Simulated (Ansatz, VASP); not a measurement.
## Sc: VASP beside Ansatz

Contents of INCAR:

```
SYSTEM = Sc
PREC = Accurate
ENCUT = 520
EDIFF = 1E-6
ISMEAR = -1
SIGMA = 0.03
LREAL = .False.
LASPH = .True.
NELM = 80
ALGO = Normal
ISIF = 2
LWAVE = .False.
LCHARG = .False.
GGA = PE
NBANDS = 18
```

File KPOINTS:

```
regular mesh
0
Gamma
  10 10 10
  0 0 0
```

The input POSCAR:

```
Sc
1.0
    0.0000000000      3.2617030271      3.2617030271
    3.2617030271      0.0000000000      3.2617030271
    3.2617030271      3.2617030271      0.0000000000
Sc
2
Direct
    0.0000000000      0.0000000000      0.0000000000
    0.2500000000      0.2500000000      0.2500000000
```

Input for Ansatz:

```yaml
crystal:
  lattice:
    - [0.0, 3.2617030271, 3.2617030271]
    - [3.2617030271, 0.0, 3.2617030271]
    - [3.2617030271, 3.2617030271, 0.0]
  atoms:
    - { symbol: Sc, position: [0.0, 0.0, 0.0] }
    - { symbol: Sc, position: [0.25, 0.25, 0.25] }
kpoints:
  mp_grid: { grid: [10, 10, 10] }
scf:
  occupations: { method: fermi_dirac, width: 0.03 }
hamiltonian:
  xc: pbe
  pseudopotentials: { kind: all_electron, lapw: { basis_error: 0.00025 } }
output:
  forces: true
  stress: true
  eigenvalues: true
```

Change from the starting cell: volume scaled by 1.03.

Alike in both runs: task single point; functional PBE; k mesh 10 × 10 × 10; occupations fermi-dirac, width 0.03 eV; no spin polarisation.

```csv
,VASP,Ansatz
version,VASP 6.6.1,Ansatz 0.2.0
potentials or method,"VASP PAW PBE potentials, release 64 (Sc_sv), cutoff 520 eV","all-electron LAPW, scalar-relativistic"
```

|  | VASP | Ansatz | Ansatz less VASP |
| --- | --- | --- | --- |
| pressure (GPa) | -0.2 | -0.2 | -0.01 |

Ansatz ran all-electron here, and VASP with PAW potentials.
